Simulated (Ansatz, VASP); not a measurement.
One calculation of MgSi, two programs

```xyz
8
Lattice="5.7075 0.0000 0.0000 0.0000 3.5887 0.0000 0.0000 0.0000 7.4636" Properties=species:S:1:pos:R:3 pbc="T T T"
Si    2.1137    2.6915    0.2863
Si    0.7401    0.8972    4.0181
Si    4.9674    2.6915    3.4455
Si    3.5939    0.8972    7.1773
Mg    0.1109    0.8972    1.3480
Mg    2.7428    2.6915    5.0798
Mg    2.9647    0.8972    2.3838
Mg    5.5966    2.6915    6.1156
```

Alike in both runs: task relaxation of cell and atoms; functional PBEsol; k mesh 6 × 10 × 6; occupations gaussian, width 0.1 eV; no spin polarisation.

|  | VASP | Ansatz |
| --- | --- | --- |
| version | VASP 6.6.1 | Ansatz 0.2.0 |
| potentials or method | VASP PAW PBE potentials, release 64 (Si, Mg), cutoff 600 eV | scalar-relativistic, plane waves, PAW |
| valence electrons in the cell | 24 | 56 |

Ansatz gave:

```
gap on the k mesh at the Fermi level, each at its own relaxed structure (eV) : none
relaxed volume (Å³/atom)                                                     : 19.11
relaxed length of the cell vector where the two differ most in proportion (Å)              : 7.473
```

Which values does VASP return?

gap on the k mesh at the Fermi level, each at its own relaxed structure (eV): none; relaxed volume (Å³/atom): 19.09; relaxed length of the cell vector where the two differ most in proportion (Å): 7.467.

VASP's potentials were made for PBE, not for PBEsol. A gap of «none» marks a metal or a gap that the smearing closes. VASP's potentials hold 24 valence electrons a cell and Ansatz's 56, so a difference there can come from the potentials and not from the codes.
